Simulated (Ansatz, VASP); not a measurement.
RbIr in VASP and in Ansatz

Contents of INCAR:

```
ALGO = Normal
EDIFF = 1E-6
ENCUT = 500
GGA = PE
GGA_COMPAT = False
ISIF = 2
ISMEAR = 0
LASPH = True
LCHARG = True
LELF = True
LREAL = False
LVHAR = True
LWAVE = False
NBANDS = 26
NELM = 120
PREC = Accurate
SIGMA = 0.1
```

The input KPOINTS:

```
k-points
0
Gamma
  4 4 4
```

The input POSCAR:

```
RbIr
1.0
    2.2449671723     -5.9148085673      0.0000000000
    2.2449671723      5.9148085673      0.0000000000
    0.0000000000      0.0000000000      4.4708485450
Rb Ir
2 2
Direct
    0.3544000000      0.6456000000      0.7500000000
    0.6456000000      0.3544000000      0.2500000000
    0.0776000000      0.9224000000      0.7500000000
    0.9224000000      0.0776000000      0.2500000000
```

Input for Ansatz:

```yaml
crystal:
  lattice:
    - [2.2449671723, -5.9148085673, 0.0]
    - [2.2449671723, 5.9148085673, 0.0]
    - [0.0, 0.0, 4.470848545]
  atoms:
    - { symbol: Rb, position: [0.3544, 0.6456, 0.75] }
    - { symbol: Rb, position: [0.6456, 0.3544, 0.25] }
    - { symbol: Ir, position: [0.0776, 0.9224, 0.75] }
    - { symbol: Ir, position: [0.9224, 0.0776, 0.25] }
basis:
  ecutwfc: 420
kpoints:
  mp_grid: { grid: [4, 4, 4] }
hamiltonian:
  xc: pbe
scf:
  occupations: { method: gaussian, width: 0.1 }
  lower_state_search: "off"
output:
  forces: true
  stress: true
  eigenvalues: true
```

Alike in both runs: task single point; functional PBE; k mesh 4 × 4 × 4; occupations gaussian, width 0.1 eV; no spin polarisation.

|  | VASP | Ansatz |
| --- | --- | --- |
| version | VASP 6.6.1 | Ansatz 0.2.0 |
| potentials or method | VASP PAW PBE potentials, release 64 (Rb_sv, Ir), cutoff 500 eV | scalar-relativistic, plane waves, PAW |
| valence electrons in the cell | 36 | 52 |

VASP gave:

| Item | Value |
| --- | --- |
| gap on the k mesh at the Fermi level (eV) | none |
| pressure (GPa) | -1.6 |
| traceless stress, the component that is largest in VASP (GPa) | 7.40 |
| rms of the force components (eV/Å) | 1.581 |

Estimate Ansatz's values.

gap on the k mesh at the Fermi level (eV): none; pressure (GPa): -1.7; traceless stress, the component that is largest in VASP (GPa): 7.49; rms of the force components (eV/Å): 1.590.

Atom by atom the forces differ by 0.009 eV/Å (rms over components). A gap of «none» marks a metal or a gap that the smearing closes. The functional is the same, so the differences come from potentials, cutoffs and numerics. VASP's potentials hold 36 valence electrons a cell and Ansatz's 52, so a difference there can come from the potentials and not from the codes.

The k mesh is coarse, so the values compare programs but aren't converged. Spin-orbit coupling is off throughout.
